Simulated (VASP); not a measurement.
# MgAl8Cu4 in VASP: single point with PBEsol

Aim: the single point of MgAl8Cu4 with PBEsol.

Everything below comes from runs of VASP 6.6.1. Logs are shortened: lines on timing, memory, paths and dates and some standing lists are left out, and cuts for length are marked.

## (1) The cell of the first run

The cell holds a slab with vacuum, 13 atoms: a = 4.828 Å, b = 4.877 Å, c = 26.125 Å, α = 90.00°, β = 90.00°, γ = 119.67°.

## (2) Single point, PBEsol

Input file INCAR:

```
SYSTEM = MgAl8Cu4
ALGO     = Normal         ! electronic algorithm
DIPOL    = 0.5 0.5 0.475
EDIFF    = 1E-6           ! SCF threshold, eV
ENCUT    = 520            ! plane-wave cutoff, eV
GGA      = PS             ! functional
IDIPOL   = 3            
ISIF     = 2              ! what is computed and relaxed
ISMEAR   = 0              ! smearing method
LASPH    = .TRUE.         ! aspherical terms in the spheres
LCHARG   = .FALSE.        ! write CHGCAR
LDIPOL   = .TRUE.       
LREAL    = .FALSE.        ! projectors in reciprocal space
LWAVE    = .FALSE.        ! write WAVECAR
NBANDS   = 47             ! bands
NELM     = 80             ! most SCF steps
PREC     = Accurate       ! precision mode
SIGMA    = 0.1            ! smearing width, eV
```

Input file KPOINTS:

```
k-points
0
G
  7 7 1
  0 0 0
```

Input file POSCAR:

```
MgAl8Cu4
1.0
    4.8278486175      0.0000000000      0.0000000000
   -2.4139243087      4.2377626291      0.0000000000
    0.0000000000      0.0000000000     26.1252049314
Al Cu Mg
8 4 1
Direct
    0.4093199579      0.8186399157      0.3253562995
    0.0906800421      0.1813600843      0.3253562995
    0.7500000000      0.5000000000      0.3770427965
    0.2500000000      0.5000000000      0.4358795398
    0.9098399412      0.8196798823      0.4879997505
    0.5899947599      0.1799895198      0.4881986169
    0.2510711128      0.5021422256      0.5391485644
    0.7516922623      0.5033845247      0.5936956944
    0.7500000000      0.0000000000      0.4064611682
    0.2500000000      0.0000000000      0.4064611682
    0.2499416516     -0.0022347458      0.5688842998
    0.7478236025     -0.0022347458      0.5688842998
    1.1393802409      0.2787604817      0.6462690666
```

Potentials or basis: VASP PAW PBE potentials, release 64 (Al, Cu, Mg).

The run is started by

```bash
> cat potpaw_PBE.64/Al/POTCAR potpaw_PBE.64/Cu/POTCAR potpaw_PBE.64/Mg/POTCAR > POTCAR
> mpirun -np 1 vasp_std > vasp.out
```

OUTCAR:

```text
SYSTEM = MgAl8Cu4
   EDIFF = 1E-6
   ENCUT = 520
   GGA = PS
   ISIF = 2
   ISMEAR = 0
   LASPH = .TRUE.
   LREAL = .FALSE.
   NELM = 80
   PREC = Accurate

 ion  position               nearest neighbor table
   1  0.409  0.819  0.325-   9 2.56  10 2.56   2 2.70   2 2.86   2 2.86   3 3.08   3 3.08   3 3.19
                             4 3.19
   2  0.091  0.181  0.325-   9 2.56  10 2.56   1 2.70   1 2.86   1 2.86   3 3.08   3 3.08   3 3.19
                             4 3.19
   3  0.750  0.500  0.377-   9 2.56   9 2.56  10 2.56  10 2.56   4 2.86   4 2.86   1 3.08   2 3.08
                             1 3.08   2 3.08   2 3.19   1 3.19   5 3.20   6 3.21
   4  0.250  0.500  0.436-  10 2.56  10 2.56   9 2.56   9 2.56   7 2.70   3 2.86   3 2.86   5 3.08
                             5 3.08   6 3.09   6 3.09   1 3.19   2 3.19   5 3.19   6 3.19
   5  0.910  0.820  0.488-  11 2.55  12 2.55  10 2.56   9 2.56   6 2.71   6 2.86   6 2.86   8 3.07
                             7 3.07   7 3.07   4 3.08   4 3.08   7 3.19   4 3.19   3 3.20
   6  0.590  0.180  0.488-  12 2.55  11 2.55   9 2.57  10 2.57   5 2.71   5 2.86   5 2.86   7 3.08
                             7 3.08   8 3.08   4 3.09   4 3.09   7 3.17   4 3.19   3 3.21
   7  0.251  0.502  0.539-  12 2.54  11 2.54  11 2.58  12 2.58   4 2.70   8 2.80   8 2.80  13 2.95
                             5 3.07   5 3.07   6 3.08   6 3.08   6 3.17   5 3.19
   8  0.752  0.503  0.594-  12 2.51  11 2.51  12 2.54  11 2.54   7 2.80   7 2.80  13 2.94  13 2.94
                             5 3.07   6 3.08
   9  0.750  0.000  0.406-  10 2.41  10 2.41   4 2.56   4 2.56   3 2.56   3 2.56   1 2.56   2 2.56
                             5 2.56   6 2.57
  10  0.250  0.000  0.406-   9 2.41   9 2.41   4 2.56   4 2.56   3 2.56   3 2.56   1 2.56   2 2.56
                             5 2.56   6 2.57
  11  0.250  0.998  0.569-  12 2.40  12 2.42   8 2.51   8 2.54   7 2.54   6 2.55   5 2.55   7 2.58
                            13 2.64
  12  0.748  0.998  0.569-  11 2.40  11 2.42   8 2.51   8 2.54   7 2.54   6 2.55   5 2.55   7 2.58
                            13 2.64
  13  0.139  0.279  0.646-  11 2.64  12 2.64   8 2.94   8 2.94   7 2.95

  LATTYP: Found a base centered orthorhombic cell.
 ALAT       =     4.8278486175
 B/A-ratio  =     1.7555490923
 C/A-ratio  =     5.4113554507

  Lattice vectors:

 A1 = (   2.4139243087,  -4.2377626291,   0.0000000000)
 A2 = (   2.4139243088,   4.2377626291,   0.0000000000)
 A3 = (   0.0000000000,   0.0000000000,  26.1252049314)

Analysis of symmetry for initial positions (statically):
=====================================================================
 Subroutine PRICEL returns:
 Original cell was already a primitive cell.

 Routine SETGRP: Setting up the symmetry group for a
 base centered orthorhombic supercell.

 Subroutine GETGRP returns: Found  2 space group operations
 (whereof  2 operations were pure point group operations)
 out of a pool of  8 trial point group operations.

The static configuration has the point symmetry C_1h.

Analysis of symmetry for dynamics (positions and initial velocities):
=====================================================================
 Subroutine PRICEL returns:
 Original cell was already a primitive cell.

 Routine SETGRP: Setting up the symmetry group for a
 base centered orthorhombic supercell.

 Subroutine GETGRP returns: Found  2 space group operations
 (whereof  2 operations were pure point group operations)
 out of a pool of  8 trial point group operations.

The dynamic configuration has the point symmetry C_1h.

 Subroutine INISYM returns: Found  2 space group operations
 (whereof  2 operations are pure point group operations),
 and found     1 'primitive' translations

----------------------------------------------------------------------------------------

                                     Primitive cell

  volume of cell :     534.5028

  direct lattice vectors                    reciprocal lattice vectors
     4.827848617  0.000000000  0.000000000     0.207131598  0.117986788  0.000000000
    -2.413924309  4.237762629  0.000000000     0.000000000  0.235973576  0.000000000
     0.000000000  0.000000000 26.125204931     0.000000000  0.000000000  0.038277212

  length of vectors
     4.827848617  4.877054713 26.125204931     0.238378651  0.235973576  0.038277212

  position of ions in fractional coordinates (direct lattice)
     0.409319958  0.818639916  0.325356300
     0.090680042  0.181360084  0.325356300
[... 51 lines left out ...]

 Found     16 irreducible k-points:

 Following reciprocal coordinates:
            Coordinates               Weight
  0.000000  0.000000  0.000000      1.000000
  0.142857 -0.000000  0.000000      4.000000
  0.285714 -0.000000  0.000000      4.000000
  0.428571  0.000000  0.000000      4.000000
  0.000000  0.142857  0.000000      2.000000
  0.142857  0.142857  0.000000      4.000000
[... 8 lines left out ...]
  0.000000  0.428571  0.000000      2.000000
  0.142857  0.428571  0.000000      2.000000
   k-points           NKPTS =     16   k-points in BZ     NKDIM =     16   number of bands    NBANDS=     47
   number of dos      NEDOS =    301   number of ions     NIONS =     13
   total plane-waves  NPLWV = 254016
   dimension x,y,z NGX =    36 NGY =   36 NGZ =  196
   dimension x,y,z NGXF=    72 NGYF=   72 NGZF=  392
   ions per type =               8   4   1
   NGX,Y,Z   is equivalent  to a cutoff of  12.40, 12.27, 12.47 a.u.
   NGXF,Y,Z  is equivalent  to a cutoff of  24.79, 24.54, 24.94 a.u.
 SYSTEM =  MgAl8Cu4
   PREC   = accura    normal or accurate (medium, high low for compatibility)
   ISTART =      0    job   : 0-new  1-cont  2-samecut
   ICHARG =      2    charge: 1-file 2-atom 10-const
   ISPIN  =      1    spin polarized calculation?
   LNONCOLLINEAR =      F non collinear calculations
   LSORBIT =      F    spin-orbit coupling
   LASPH  =      T    aspherical Exc in radial PAW
   ENCUT  =  520.0 eV  38.22 Ry    6.18 a.u.   8.98  9.07 48.58*2*pi/ulx,y,z
   NELM   =     80;   NELMIN=  2; NELMDL= -5     # of ELM steps
   EDIFF  = 0.1E-05   stopping-criterion for ELM
   LREAL  =      F    real-space projection
   EDIFFG = 0.1E-04   stopping-criterion for IOM
   NSW    =      0    number of steps for IOM
   IBRION =     -1    ionic relax: 0-MD 1-quasi-New 2-CG
   NFREE  =      0    steps in history (QN), initial steepest desc. (CG)
   ISIF   =      2    stress and relaxation
   ISYM   =      2    0-nonsym 1-usesym 2-fastsym
   POTIM  = 0.5000    time-step for ionic-motion
   TEBEG  =    0.0;   TEEND  =   0.0 temperature during run
   PSTRESS=    0.0 pullay stress
   NELECT =      70.0000    total number of electrons
   NUPDOWN=      -1.0000    fix difference up-down
   EMIN   =  10.00;   EMAX   =-10.00  energy-range for DOS
   EFERMI =   0.00;   METHOD = LEGACY
   ISMEAR =     0;   SIGMA  =   0.10  broadening in eV -4-tet -1-fermi 0-gaus
   EFERMI_NEDOS =   21; number of points for ismear=-14 and -15
   IALGO  =     38    algorithm
   IMIX   =      4    mixing-type and parameters
     AMIX     =   0.40;   BMIX     =  1.00
     AMIX_MAG =   1.60;   BMIX_MAG =  1.00
  volume/ion in A,a.u.               =      41.12       277.46
  Fermi-wavevector in a.u.,A,eV,Ry     =   0.831363  1.571049  9.403870  0.691165
  Thomas-Fermi vector in A             =   1.944238
   LORBIT       =      0    0 simple, 1 ext, 2 COOP (PROOUT), +10 PAW based schemes
   GGA     = PS    functional components
   LHFCALC =     F    Hartree Fock is set to
   AEXX    =    0.0000 exact exchange contribution
   IVDW    =     0    specifies the selected vdW correction
   LEPSILON=     F    determine dielectric tensor
   LRPA    =     F    only Hartree local field effects (RPA)
 non-spin polarized calculation
 Gauss-broadening in eV      SIGMA  =   0.10
  energy-cutoff  :      520.00
  volume of cell :      534.50
 maximum number of plane-waves:     14440
   NGX = 17   NGY = 19   NGZ = 97

 dipolmoment           0.000000      0.000000      0.564471 electrons x Angstroem

 number of electron      70.0000044 magnetization

 dipolmoment           0.000000      0.000000     -0.106025 electrons x Angstroem

 Free energy of the ion-electron system (eV)
  ---------------------------------------------------
  ext. energy  EPLUGINS =         0.00000000
  ---------------------------------------------------
  free energy    TOTEN  =       -50.54960031 eV

  energy without entropy =      -50.51746771  energy(sigma->0) =      -50.53353401

 E-fermi :   0.3567     XC(G=0):  -4.7794

 val. band max:        0.2963494284   @ k =   0.1429   0.2857   0.0000
 cond. band min:       0.3646257646   @ k =   0.1429   0.1429   0.0000
 fundamental gap:      0.0682763362
 Fermi energy:         0.3566779461

 k-point     1 :       0.0000    0.0000    0.0000
  band No.  band energies     occupation
      1     -10.3194      2.00000
      2      -9.1544      2.00000
      3      -7.2206      2.00000
      4      -5.4931      2.00000
      5      -5.1213      2.00000
      6      -4.9723      2.00000
[... 789 lines left out ...]
     46       4.2443      0.00000
     47       4.4100      0.00000

------------------------ aborting loop because EDIFF is reached ----------------------------------------

 vacuum level on the upper side and lower side of the slab       (xc-potential included)        -0.606         0.322

  FORCE on cell =-STRESS in cart. coord.  units (eV):
  Direction    XX          YY          ZZ          XY          YZ          ZX
  --------------------------------------------------------------------------------------
  -------------------------------------------------------------------------------------
  Total       -2.2680843     -3.9003773      0.3183281     -0.0000000      0.0004929      0.0000000
  in kB       -6.7986049    -11.6914191      0.9541917     -0.0000000      0.0014774      0.0000000
  external PRESSURE =      -5.8452774 kB  Pullay stress =       0.0000000 kB

 VOLUME and BASIS-vectors are now :
 -----------------------------------------------------------------------------
  energy-cutoff  :      520.00
  volume of cell :      534.50
      direct lattice vectors                 reciprocal lattice vectors
     4.827848617  0.000000000  0.000000000     0.207131598  0.117986788  0.000000000
    -2.413924309  4.237762629  0.000000000     0.000000000  0.235973576  0.000000000
     0.000000000  0.000000000 26.125204931     0.000000000  0.000000000  0.038277212

 POSITION                                       TOTAL-FORCE (eV/Angst)
 -----------------------------------------------------------------------------------
      0.00000      3.46920      8.50000         0.000000      0.036844     -0.027888
     -0.00000      0.76856      8.50000        -0.000000     -0.041137     -0.014092
      2.41392      2.11888      9.85032         0.000000      0.010862     -0.189419
      0.00000      2.11888     11.38744        -0.000000     -0.013551     -0.075609
      2.41392      3.47361     12.74909        -0.000000     -0.002051     -0.009613
      2.41392      0.76275     12.75429        -0.000000     -0.000752     -0.007179
      0.00000      2.12796     14.08537        -0.000000     -0.004303     -0.002673
      2.41392      2.13322     15.51042         0.000000      0.001028      0.009103
      3.62089      0.00000     10.61888         0.016561      0.004057      0.137240
      1.20696      0.00000     10.61888        -0.016561      0.004057      0.137240
     -1.20185      4.22829     14.86222         0.000763     -0.000144      0.017850
      1.20185      4.22829     14.86222        -0.000763     -0.000144      0.017850
      0.00000      1.18132     16.88391         0.000000      0.005233      0.007191
 -----------------------------------------------------------------------------------
    total drift:                               -0.000004      0.001625     -0.004111

  FREE ENERGIE OF THE ION-ELECTRON SYSTEM (eV)
  ---------------------------------------------------
  free  energy   TOTEN  =       -50.5496003067 eV

  energy  without entropy=      -50.5174677148  energy(sigma->0) =      -50.53353401

 vacuum level on the upper side and lower side of the slab         3.717         4.672
```

It took 7.7 min on 1 thread of Intel Xeon 6975P-C (Granite Rapids), shared host; peak memory 0.74 GiB.

Results:

```yaml
Free_energy: -50.5496 eV
Largest_force: 0.190 eV/Å
Band_gap_on_the_k_mesh: zero (bands 35 and 36 overlap by 0.64 eV)
```

Forces on the atoms (eV/Å):
```
Al   0.000  0.037 -0.028
Al   0.000 -0.041 -0.014
Al   0.000  0.011 -0.189
Al   0.000 -0.014 -0.076
Al   0.000 -0.002 -0.010
Al   0.000 -0.001 -0.007
Al   0.000 -0.004 -0.003
Al   0.000  0.001  0.009
Cu   0.017  0.004  0.137
Cu  -0.017  0.004  0.137
Cu   0.001  0.000  0.018
Cu  -0.001  0.000  0.018
Mg   0.000  0.005  0.007
```

Levels at points of the mesh, in eV from the Fermi level:
```csv
k point,band 31,band 32,band 33,band 34,band 35,band 36,band 37,band 38,band 39,band 40
"(0.00, 0.00, 0.00)",-1.47,-1.19,-0.96,-0.94,-0.69,-0.40,-0.39,0.74,0.90,1.34
```

Caveat: the PAW data sets were made with another functional, which shifts forces and pressure a little.
